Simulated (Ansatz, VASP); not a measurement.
Given: the input of a run of Ansatz 0.2.0 on InSe.

Contents of input.yaml:

```yaml
crystal:
  lattice:
    - [4.05, -0.0405, 0.0]
    - [-2.0600740289, 3.5276528853, 0.0]
    - [0.0, 0.0, 16.93]
  atoms:
    - { symbol: In, position: [0.6666666667, 0.3333333333, 0.843] }
    - { symbol: In, position: [0.3333333333, 0.6666666667, 0.343] }
    - { symbol: In, position: [0.6666666667, 0.3333333333, 0.657] }
    - { symbol: In, position: [0.3333333333, 0.6666666667, 0.157] }
    - { symbol: Se, position: [0.6666666667, 0.3333333333, 0.398] }
    - { symbol: Se, position: [0.3333333333, 0.6666666667, 0.898] }
    - { symbol: Se, position: [0.6666666667, 0.3333333333, 0.102] }
    - { symbol: Se, position: [0.3333333333, 0.6666666667, 0.602] }
hamiltonian:
  xc: pbe
  pseudopotentials: { kind: paw }
kpoints:
  mp_grid: { grid: [7, 6, 2] }
scf:
  occupations: { method: fermi_dirac, width: 0.05 }
output:
  forces: true
  stress: true
  eigenvalues: true
```

Potentials or basis: Ansatz PAW.

Command:

```sh
$ ansatz run input.yaml --threads 4 --pin off --max-ram 11264MiB --backend cpu --events-out ev --progress --plain --runs-dir out
```

**Question.** Set up the same calculation for VASP 6.6.1. Potentials there: VASP PAW PBE potentials, release 64 (In_d, Se).

**Answer.** As run (the cutoff follows the program's own potentials):

INCAR

```
SYSTEM = InSe
PREC = Accurate ; ENCUT = 520
EDIFF = 1E-6 ; ISMEAR = -1
SIGMA = 0.05 ; LREAL = .False.
LASPH = .True. ; NELM = 60
ALGO = Normal ; ISIF = 2
LWAVE = .False. ; LCHARG = .True.
GGA = PE ; LELF = .True.
LVHAR = .True. ; NBANDS = 48
```

The input KPOINTS:

```
regular mesh
0
Gamma
  7 6 2
  0 0 0
```

Contents of POSCAR:

```
InSe
1.0
    4.0500000000     -0.0405000000      0.0000000000
   -2.0600740289      3.5276528853      0.0000000000
    0.0000000000      0.0000000000     16.9300000000
In Se
4 4
Direct
    0.6666666667      0.3333333333      0.8430000000
    0.3333333333      0.6666666667      0.3430000000
    0.6666666667      0.3333333333      0.6570000000
    0.3333333333      0.6666666667      0.1570000000
    0.6666666667      0.3333333333      0.3980000000
    0.3333333333      0.6666666667      0.8980000000
    0.6666666667      0.3333333333      0.1020000000
    0.3333333333      0.6666666667      0.6020000000
```

Potentials or basis: VASP PAW PBE potentials, release 64 (In_d, Se).

Launch:

```console
$ cat potpaw_PBE.64/In_d/POTCAR potpaw_PBE.64/Se/POTCAR > POTCAR
$ mpirun -np 1 vasp_std > vasp.out
```

Both were run:

|  | VASP | Ansatz | Ansatz less VASP |
| --- | --- | --- | --- |
| gap on the k mesh at the Fermi level (eV) | none | none | - |
| pressure (GPa) | 7.7 | 7.6 | -0.07 |
| traceless stress, the component that is largest in VASP (GPa) | -5.83 | -5.81 | +0.025 |
| rms of the force components (eV/Å) | 1.445 | 1.436 | -0.0087 |

Atom by atom the forces differ by 0.009 eV/Å (rms over components). A gap of «none» marks a metal or a gap that the smearing closes. VASP's potentials hold 76 valence electrons a cell and Ansatz's 116, so a difference there can come from the potentials and not from the codes.
